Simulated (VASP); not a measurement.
# MgO in VASP: a series of runs

Runs on MgO. Level: r2SCAN. Tasks: single point, relaxation of cell and atoms.

Program: VASP 6.6.1. These are calculated values, not measurements. Logs are shortened: lines on timing, memory, paths and dates and some standing lists are left out, and cuts for length are marked.

## (1) The cell of the first run

The structure is tetragonal, space group I4/mmm (No. 139). The conventional cell has a = 3.032 Å, b = 3.032 Å, c = 4.156 Å, α = 90.00°, β = 90.00°, γ = 90.00°. Mg (site symmetry 4/mmm) has 6 O at 2.08 to 2.14 Å within 2.8 Å. Within 2.8 Å of O (site symmetry 4/mmm) lie 6 Mg at 2.08 to 2.14 Å.

## (2) Single point, r2SCAN (film at in-plane strain +0.02)

Contents of POSCAR:

```
MgO
1.0
    2.1442108665      2.1442108665      0.0000000000
   -2.1442108665      2.1442108665      0.0000000000
    0.0000000000      2.1442108665      2.0779463653
Mg O
1 1
Direct
    0.0000000000      0.0000000000      0.0000000000
    0.5000000000      0.5000000000      0.0000000000
```

Contents of INCAR.step1:

```
ALGO = Normal ; EDIFF = 1E-4
ENCUT = 520 ; GGA = PE
ISMEAR = 0 ; LASPH = T
LCHARG = F ; LREAL = F
LWAVE = T ; NBANDS = 11
NELM = 100 ; PREC = Accurate
SIGMA = 0.01
```

Contents of INCAR.step2:

```
ALGO = Normal ; EDIFF = 1E-7
ENCUT = 520 ; ISIF = 2
ISMEAR = 0 ; ISTART = 1
LASPH = T ; LCHARG = F
LMIXTAU = T ; LREAL = F
LWAVE = F ; METAGGA = R2SCAN
NBANDS = 11 ; NELM = 100
PREC = Accurate ; SIGMA = 0.01
```

Contents of KPOINTS:

```
k-points
0
Gamma
  10 10 10
```

Potentials or basis: VASP PAW PBE potentials, release 64 (Mg, O).

Launch:

```sh
$ cat potpaw_PBE.64/Mg/POTCAR potpaw_PBE.64/O/POTCAR > POTCAR
$ cp INCAR.step1 INCAR
$ mpirun -np 1 vasp_std > vasp.out
$ cp INCAR.step2 INCAR
$ mpirun -np 1 vasp_std > vasp.out
```

OUTCAR:

```text
EDIFF = 1E-7
   ENCUT = 520
   ISIF = 2
   ISMEAR = 0
   ISTART = 1
   LASPH = T
   LREAL = F
   METAGGA = R2SCAN
   NELM = 100
   PREC = Accurate

 ion  position               nearest neighbor table
   1  0.000  0.000  0.000-   2 2.08   2 2.08   2 2.14   2 2.14   2 2.14   2 2.14
   2  0.500  0.500  0.000-   1 2.08   1 2.08   1 2.14   1 2.14   1 2.14   1 2.14

  LATTYP: Found a body centered tetragonal cell.
 ALAT       =     3.0323720880
 C/A-ratio  =     1.3705088327

  Lattice vectors:

 A1 = (   2.1442108665,   0.0000000000,  -2.0779463653)
 A2 = (  -2.1442108665,   0.0000000000,  -2.0779463653)
 A3 = (   0.0000000000,   2.1442108665,   2.0779463653)

Analysis of symmetry for initial positions (statically):
=====================================================================
 Subroutine PRICEL returns:
 Original cell was already a primitive cell.

 Routine SETGRP: Setting up the symmetry group for a
 body centered tetragonal supercell.

 Subroutine GETGRP returns: Found 16 space group operations
 (whereof 16 operations were pure point group operations)
 out of a pool of 16 trial point group operations.

The static configuration has the point symmetry D_4h.

Analysis of symmetry for dynamics (positions and initial velocities):
=====================================================================
 Subroutine PRICEL returns:
 Original cell was already a primitive cell.

 Routine SETGRP: Setting up the symmetry group for a
 body centered tetragonal supercell.

 Subroutine GETGRP returns: Found 16 space group operations
 (whereof 16 operations were pure point group operations)
 out of a pool of 16 trial point group operations.

The dynamic configuration has the point symmetry D_4h.

 Subroutine INISYM returns: Found 16 space group operations
 (whereof 16 operations are pure point group operations),
 and found     1 'primitive' translations

----------------------------------------------------------------------------------------

                                     Primitive cell

  volume of cell :      19.1073

  direct lattice vectors                    reciprocal lattice vectors
     2.144210866  2.144210866  0.000000000     0.233186021  0.233186021 -0.240622188
    -2.144210866  2.144210866  0.000000000    -0.233186021  0.233186021 -0.240622188
     0.000000000  2.144210866  2.077946365     0.000000000  0.000000000  0.481244375

  length of vectors
     3.032372088  3.032372088  2.985883678     0.408228463  0.408228463  0.481244375

  position of ions in fractional coordinates (direct lattice)
     0.000000000  0.000000000  0.000000000
     0.500000000  0.500000000  0.000000000

  ion indices of the primitive-cell ions
   primitive index   ion index
                 1           1
                 2           2

----------------------------------------------------------------------------------------

 KPOINTS: k-points

Automatic generation of k-mesh.
 Grid dimensions read from file:
 generate k-points for:   10   10   10

 Generating k-lattice:

  Cartesian coordinates                     Fractional coordinates (reciprocal lattice)
     0.023318602  0.023318602 -0.024062219     0.100000000  0.000000000  0.000000000
    -0.023318602  0.023318602 -0.024062219     0.000000000  0.100000000  0.000000000
     0.000000000  0.000000000  0.048124438     0.000000000  0.000000000  0.100000000

  Length of vectors
     0.040822846  0.040822846  0.048124438

  Shift w.r.t. Gamma in fractional coordinates (k-lattice)
     0.000000000  0.000000000  0.000000000

 Subroutine IBZKPT returns following result:
 ===========================================

 Found    102 irreducible k-points:

 Following reciprocal coordinates:
            Coordinates               Weight
  0.000000  0.000000  0.000000      1.000000
  0.100000  0.000000  0.000000      8.000000
  0.200000  0.000000  0.000000      8.000000
  0.300000  0.000000 -0.000000      8.000000
  0.400000  0.000000  0.000000      8.000000
  0.500000  0.000000  0.000000      4.000000
[... 16 lines left out ...]
  0.300000  0.300000 -0.000000      8.000000
  0.400000  0.300000 -0.000000     16.000000
 [... further k-points ...]
   k-points           NKPTS =    102   k-points in BZ     NKDIM =    102   number of bands    NBANDS=     11
   number of dos      NEDOS =    301   number of ions     NIONS =      2
   total plane-waves  NPLWV =  13824
   dimension x,y,z NGX =    24 NGY =   24 NGZ =   24
   dimension x,y,z NGXF=    48 NGYF=   48 NGZF=   48
   ions per type =               1   1
   NGX,Y,Z   is equivalent  to a cutoff of  13.16, 13.16, 13.36 a.u.
   NGXF,Y,Z  is equivalent  to a cutoff of  26.32, 26.32, 26.73 a.u.
 SYSTEM =  unknown system
   PREC   = accura    normal or accurate (medium, high low for compatibility)
   ISTART =      1    job   : 0-new  1-cont  2-samecut
   ICHARG =      0    charge: 1-file 2-atom 10-const
   ISPIN  =      1    spin polarized calculation?
   LNONCOLLINEAR =      F non collinear calculations
   LSORBIT =      F    spin-orbit coupling
   LASPH  =      T    aspherical Exc in radial PAW
   ENCUT  =  520.0 eV  38.22 Ry    6.18 a.u.   5.64  5.64  5.55*2*pi/ulx,y,z
   NELM   =    100;   NELMIN=  2; NELMDL=  0     # of ELM steps
   EDIFF  = 0.1E-06   stopping-criterion for ELM
   LREAL  =      F    real-space projection
   EDIFFG = 0.1E-05   stopping-criterion for IOM
   NSW    =      0    number of steps for IOM
   IBRION =     -1    ionic relax: 0-MD 1-quasi-New 2-CG
   NFREE  =      0    steps in history (QN), initial steepest desc. (CG)
   ISIF   =      2    stress and relaxation
   ISYM   =      2    0-nonsym 1-usesym 2-fastsym
   POTIM  = 0.5000    time-step for ionic-motion
   TEBEG  =    0.0;   TEEND  =   0.0 temperature during run
   PSTRESS=    0.0 pullay stress
   NELECT =       8.0000    total number of electrons
   NUPDOWN=      -1.0000    fix difference up-down
   EMIN   =  10.00;   EMAX   =-10.00  energy-range for DOS
   EFERMI =   0.00;   METHOD = LEGACY
   ISMEAR =     0;   SIGMA  =   0.01  broadening in eV -4-tet -1-fermi 0-gaus
   EFERMI_NEDOS =   21; number of points for ismear=-14 and -15
   IALGO  =     38    algorithm
   IMIX   =      4    mixing-type and parameters
     AMIX     =   0.40;   BMIX     =  1.00
     AMIX_MAG =   1.60;   BMIX_MAG =  1.00
  volume/ion in A,a.u.               =       9.55        64.47
  Fermi-wavevector in a.u.,A,eV,Ry     =   1.224724  2.314394 20.408058  1.499950
  Thomas-Fermi vector in A             =   2.359789
   LORBIT       =      0    0 simple, 1 ext, 2 COOP (PROOUT), +10 PAW based schemes
   METAGGA = R2SCAN    functional components
   LHFCALC =     F    Hartree Fock is set to
   AEXX    =    0.0000 exact exchange contribution
   IVDW    =     0    specifies the selected vdW correction
   LEPSILON=     F    determine dielectric tensor
   LRPA    =     F    only Hartree local field effects (RPA)
 non-spin polarized calculation
 Gauss-broadening in eV      SIGMA  =   0.01
  energy-cutoff  :      520.00
  volume of cell :       19.11
 maximum number of plane-waves:       532
   NGX = 11   NGY = 11   NGZ = 11

 number of electron       8.0000003 magnetization

 Free energy of the ion-electron system (eV)
  ---------------------------------------------------
  ext. energy  EPLUGINS =         0.00000000
  ---------------------------------------------------
  free energy    TOTEN  =       -16.14326589 eV

  energy without entropy =      -16.14326589  energy(sigma->0) =      -16.14326589

 E-fermi :   2.7530     XC(G=0): -11.4781

 val. band max:        2.6356190421   @ k =   0.0000   0.0000   0.0000
 cond. band min:       7.9839915471   @ k =   0.0000   0.0000   0.0000
 fundamental gap:      5.3483725050
 Fermi energy:         2.7530320996

 k-point     1 :       0.0000    0.0000    0.0000
  band No.  band energies     occupation
      1     -15.4776      2.00000
      2       2.5592      2.00000
      3       2.6356      2.00000
      4       2.6356      2.00000
      5       7.9840      0.00000
      6      19.2146      0.00000
      7      19.2146      0.00000
      8      19.5421      0.00000
      9      23.4064      0.00000
     10      24.6178      0.00000
     11      25.6828      0.00000

 k-point     2 :       0.1000    0.0000    0.0000
  band No.  band energies     occupation
      1     -15.3778      2.00000
      2       1.9849      2.00000
      3       2.5268      2.00000
      4       2.5626      2.00000
      5       8.5995      0.00000
      6      18.0806      0.00000
      7      19.4482      0.00000
      8      19.6852      0.00000
      9      23.9367      0.00000
     10      24.8105      0.00000
     11      25.0905      0.00000

 k-point     3 :       0.2000    0.0000    0.0000
  band No.  band energies     occupation
      1     -15.1044      2.00000
      2       0.6948      2.00000
      3       2.3705      2.00000
      4       2.3777      2.00000
      5       9.8144      0.00000
      6      16.5625      0.00000
      7      19.8664      0.00000
      8      20.2290      0.00000
      9      23.3656      0.00000
     10      24.0013      0.00000
     11      26.0001      0.00000

 k-point     4 :       0.3000    0.0000   -0.0000
  band No.  band energies     occupation
      1     -14.7389      2.00000
      2      -0.6059      2.00000
      3       2.1606      2.00000
      4       2.1872      2.00000
      5      10.7998      0.00000
      6      15.8646      0.00000
      7      19.8507      0.00000
      8      20.4596      0.00000
      9      24.0093      0.00000
     10      24.2992      0.00000
     11      25.4313      0.00000
[... 239 lines left out ...]
 k-point    22 :      -0.2000    0.2000    0.0000
  band No.  band energies     occupation
      1     -15.0068      2.00000
      2       0.6613      2.00000
      3       2.0385      2.00000
      4       2.1659      2.00000
      5      10.4821      0.00000
      6      15.6099      0.00000
      7      20.0695      0.00000
      8      20.5846      0.00000
      9      20.6227      0.00000
     10      26.5900      0.00000
     11      29.6459      0.00000

 k-point    23 :       0.3000    0.3000   -0.0000
  band No.  band energies     occupation
      1     -14.1470      2.00000
      2      -0.8065      2.00000
      3       0.0006      2.00000
      4       1.7737      2.00000
      5      13.6299      0.00000
      6      15.3769      0.00000
      7      16.5807      0.00000
      8      21.3005      0.00000
      9      23.3527      0.00000
     10      25.5098      0.00000
     11      30.4562      0.00000

 k-point    24 :       0.4000    0.3000   -0.0000
  band No.  band energies     occupation
      1     -14.0742      2.00000
      2      -0.8738      2.00000
      3      -0.0108      2.00000
      4       1.6068      2.00000
      5      13.6427      0.00000
      6      15.5667      0.00000
      7      16.0718      0.00000
      8      21.5065      0.00000
      9      22.2835      0.00000
     10      27.7301      0.00000
     11      31.0150      0.00000

 [... further k-points ...]
[... 5 lines left out ...]
  --------------------------------------------------------------------------------------
  -------------------------------------------------------------------------------------
  Total       -0.8632429     -0.8632429     -0.1368148      0.0000000      0.0000000     -0.0000000
  in kB      -72.3842800    -72.3842800    -11.4721337      0.0000000      0.0000000     -0.0000000
  external PRESSURE =     -52.0802312 kB  Pullay stress =       0.0000000 kB

 VOLUME and BASIS-vectors are now :
 -----------------------------------------------------------------------------
  energy-cutoff  :      520.00
  volume of cell :       19.11
      direct lattice vectors                 reciprocal lattice vectors
     2.144210866  2.144210866  0.000000000     0.233186021  0.233186021 -0.240622188
    -2.144210866  2.144210866  0.000000000    -0.233186021  0.233186021 -0.240622188
     0.000000000  2.144210866  2.077946365     0.000000000  0.000000000  0.481244375

 POSITION                                       TOTAL-FORCE (eV/Angst)
 -----------------------------------------------------------------------------------
      0.00000      0.00000      0.00000        -0.000000     -0.000000      0.000000
      0.00000      2.14421      0.00000         0.000000      0.000000      0.000000
 -----------------------------------------------------------------------------------
    total drift:                                0.000000     -0.000000     -0.000000

  FREE ENERGIE OF THE ION-ELECTRON SYSTEM (eV)
  ---------------------------------------------------
  free  energy   TOTEN  =       -16.1432658921 eV

  energy  without entropy=      -16.1432658921  energy(sigma->0) =      -16.14326589
```

It took 40 s on 1 thread of Intel Xeon Platinum 8559C (Emerald Rapids), shared host; peak memory 0.16 GiB.

Results:

* Free energy: -16.1433 eV
* Pressure: -5.2 GPa
* Band gap on the k mesh: 5.35 eV, direct

Stress tensor (GPa, compression positive):
```
-7.24  0.00  0.00
 0.00 -7.24  0.00
 0.00  0.00 -1.15
```

Levels at points of the mesh, in eV from the valence-band top:
```csv
k point,band 1,band 2,band 3,band 4,band 5,band 6,band 7,band 8
"(0.00, 0.00, 0.00)",-18.11,-0.08,0.00,0.00,5.35,16.58,16.58,16.91
"(0.50, 0.00, 0.00)",-16.92,-4.54,-0.70,-0.64,8.62,13.51,16.81,17.55
"(0.50, 0.50, 0.00)",-16.71,-4.07,-1.42,-1.22,10.10,10.80,13.87,19.81
"(0.00, 0.00, 0.50)",-16.63,-3.96,-1.45,-1.45,9.76,10.77,14.30,19.75
```

Caveat: the cell differs from its parent crystal (film at in-plane strain +0.02); the PAW data sets were made with another functional, which shifts forces and pressure a little.

## (3) Relaxation of cell and atoms, r2SCAN

This run uses another cell than the first one, of 9.37 Å³/atom, 0.981 times its volume.

Contents of POSCAR:

```
MgO
1.0
    2.1085000000      2.1085000000      0.0000000000
   -2.1085000000      2.1085000000      0.0000000000
    0.0000000000      2.1085000000      2.1085000000
Mg O
1 1
Direct
    0.0000000000      0.0000000000      0.0000000000
    0.5000000000      0.5000000000      0.0000000000
```

Contents of INCAR.step1:

```
PREC = Accurate ; ENCUT = 600
ISMEAR = -1 ; SIGMA = 0.08
LREAL = F ; LASPH = T
NELM = 80 ; GGA = PE
ALGO = Normal ; EDIFF = 1E-4
LWAVE = T ; LCHARG = F
```

Contents of INCAR.step2:

```
PREC = Accurate ; ENCUT = 600
EDIFF = 1E-6 ; ISMEAR = -1
SIGMA = 0.08 ; LREAL = F
LASPH = T ; NELM = 80
ALGO = Normal ; ISIF = 3
LWAVE = F ; LCHARG = F
METAGGA = R2SCAN ; LMIXTAU = T
IBRION = 2 ; NSW = 100
EDIFFG = -0.002 ; ISTART = 1
```

Contents of KPOINTS:

```
regular mesh
0
Gamma
  14 14 14
```

Potentials or basis: VASP PAW PBE potentials, release 64 (Mg, O).

Launch:

```sh
$ cat potpaw_PBE.64/Mg/POTCAR potpaw_PBE.64/O/POTCAR > POTCAR
$ cp INCAR.step1 INCAR
$ mpirun -np 1 vasp_std > vasp.out
$ cp INCAR.step2 INCAR
$ mpirun -np 1 vasp_std > vasp.out
```

It took 73 s on 1 thread of Intel Xeon Platinum 8559C (Emerald Rapids), shared host; peak memory 0.16 GiB.

Results (log left out):

```
Free energy                            : -16.1661 eV
Relaxed volume                         : 9.21 Å³/atom
Relaxed cell                           : a = 2.965 Å, b = 2.965 Å, c = 2.965 Å, α = 60.00°, β = 60.00°, γ = 90.00°
Space group after relaxing (to 0.05 Å) : Fm-3m (No. 225)
Energy gained by relaxing              : 1.4 meV/atom
Ionic steps                            : 3
Pressure after relaxing                : 0.0 GPa
Band gap on the k mesh                 : 5.75 eV, direct
```

Step by step:
```tsv
step	energy change (eV)	largest force (eV/Å)	pressure (GPa)	volume (Å³)
1	0.0000	0.0000	-2.83	18.75
2	-0.0024	0.0000	1.18	18.30
3	-0.0029	0.0000	0.01	18.43
```

Final structure:
```cif
data_structure
_symmetry_space_group_name_H-M 'P 1'
_symmetry_Int_Tables_number 1
_cell_length_a 2.9648
_cell_length_b 2.9648
_cell_length_c 2.9648
_cell_angle_alpha 60.000
_cell_angle_beta 60.000
_cell_angle_gamma 90.000
_cell_volume 18.43
loop_
_atom_site_label
_atom_site_type_symbol
_atom_site_fract_x
_atom_site_fract_y
_atom_site_fract_z
_atom_site_occupancy
Mg1 Mg 0.00000 0.00000 0.00000 1
O1 O 0.50000 0.50000 0.00000 1
```

Levels at points of the mesh, in eV from the valence-band top:
| k point | band 1 | band 2 | band 3 | band 4 | band 5 | band 6 | band 7 | band 8 |
| --- | --- | --- | --- | --- | --- | --- | --- | --- |
| (0.00, 0.00, 0.00) | -18.27 | 0.00 | 0.00 | 0.00 | 5.75 | 16.92 | 16.92 | 16.92 |
| (0.50, 0.00, 0.00) | -16.99 | -4.67 | -0.69 | -0.69 | 8.90 | 13.97 | 17.57 | 17.57 |
| (0.50, 0.50, 0.00) | -16.73 | -4.16 | -1.39 | -1.39 | 10.05 | 11.22 | 14.44 | 20.59 |

Caveat: the PAW data sets were made with another functional, which shifts forces and pressure a little. A k mesh can miss the band edges.

## (4) Single point, r2SCAN (film at in-plane strain +0.02)

Contents of POSCAR:

```
MgO
1.0
    2.1442108665      2.1442108665      0.0000000000
   -2.1442108665      2.1442108665      0.0000000000
    0.0000000000      2.1442108665      2.0779463653
Mg O
1 1
Direct
    0.0000000000      0.0000000000      0.0000000000
    0.5000000000      0.5000000000      0.0000000000
```

Contents of INCAR.step1:

```
ALGO = Normal ; EDIFF = 1E-5
ENCUT = 660 ; GGA = PE
GGA_COMPAT = F ; ISMEAR = 0
LASPH = T ; LCHARG = F
LREAL = F ; LWAVE = T
NBANDS = 15 ; NELM = 120
PREC = Accurate ; SIGMA = 0.01
```

Contents of INCAR.step2:

```
ALGO = Normal ; EDIFF = 1E-6
ENCUT = 660 ; GGA_COMPAT = F
ISIF = 2 ; ISMEAR = 0
ISTART = 1 ; LASPH = T
LCHARG = F ; LMIXTAU = T
LREAL = F ; LWAVE = F
METAGGA = R2SCAN ; NBANDS = 15
NELM = 120 ; PREC = Accurate
SIGMA = 0.01
```

Contents of KPOINTS:

```
k-points
0
Gamma
  10 10 10
```

Potentials or basis: VASP PAW PBE potentials, release 64 (Mg_sv, O).

Launch:

```sh
$ cat potpaw_PBE.64/Mg_sv/POTCAR potpaw_PBE.64/O/POTCAR > POTCAR
$ cp INCAR.step1 INCAR
$ mpirun -np 1 vasp_std > vasp.out
$ cp INCAR.step2 INCAR
$ mpirun -np 1 vasp_std > vasp.out
```

Wall time 2.3 min (1 thread of AMD EPYC 9R45 (Zen 5), shared host); peak memory 0.15 GiB.

The run converged. Its results:

```yaml
Free_energy: -16.1619 eV
Pressure: -4.2 GPa
Band_gap_on_the_k_mesh: 5.40 eV, direct
```

Stress tensor (GPa, compression positive):
```
-6.25  0.00  0.00
 0.00 -6.25  0.00
 0.00  0.00 -0.16
```

Levels at points of the mesh, in eV from the valence-band top:
```
           k point  band 6  band 7  band 8  band 9  band 10  band 11
(0.00, 0.00, 0.00)   -0.07    0.00    0.00    5.40    16.61    16.61
(0.50, 0.00, 0.00)   -4.52   -0.71   -0.65    8.65    13.55    16.90
(0.50, 0.50, 0.00)   -4.04   -1.41   -1.22   10.11    10.92    13.90
(0.00, 0.00, 0.50)   -3.93   -1.45   -1.45    9.77    10.89    14.32
```

Caveat: the cell differs from its parent crystal (film at in-plane strain +0.02); the PAW data sets were made with another functional, which shifts forces and pressure a little.

## (5) Summary

| task | potentials or basis | cell | k mesh | cutoff (eV) | smearing | second run | gap on the mesh (eV) | pressure (GPa) |
| --- | --- | --- | --- | --- | --- | --- | --- | --- |
| single point | VASP PAW PBE potentials, release 64 (Mg, O) | a = 3.032, b = 3.032, c = 2.986 Å, angles 59.5, 59.5, 90.0°, 2 atoms | 10 × 10 × 10 | 520 | gaussian 0.01 eV | - | 5.35 | -5.2 |
| relaxation of cell and atoms | VASP PAW PBE potentials, release 64 (Mg, O) | relaxed from a = 2.982 Å, angles 60.0, 60.0, 90.0°, 2 atoms | 14 × 14 × 14 | 600 | fermi-dirac 0.08 eV | - | 5.75 | 0.0 |
| single point | VASP PAW PBE potentials, release 64 (Mg_sv, O) | a = 3.032, b = 3.032, c = 2.986 Å, angles 59.5, 59.5, 90.0°, 2 atoms | 10 × 10 × 10 | 660 | gaussian 0.01 eV | valence_matched | 5.40 | -4.2 |

Alike in all rows: level r2SCAN; no spin polarisation.

Caveats: the PAW data sets were made with another functional, which shifts forces and pressure a little.

Total energies depend on the potentials used, so only differences within one code and one set of settings carry meaning.
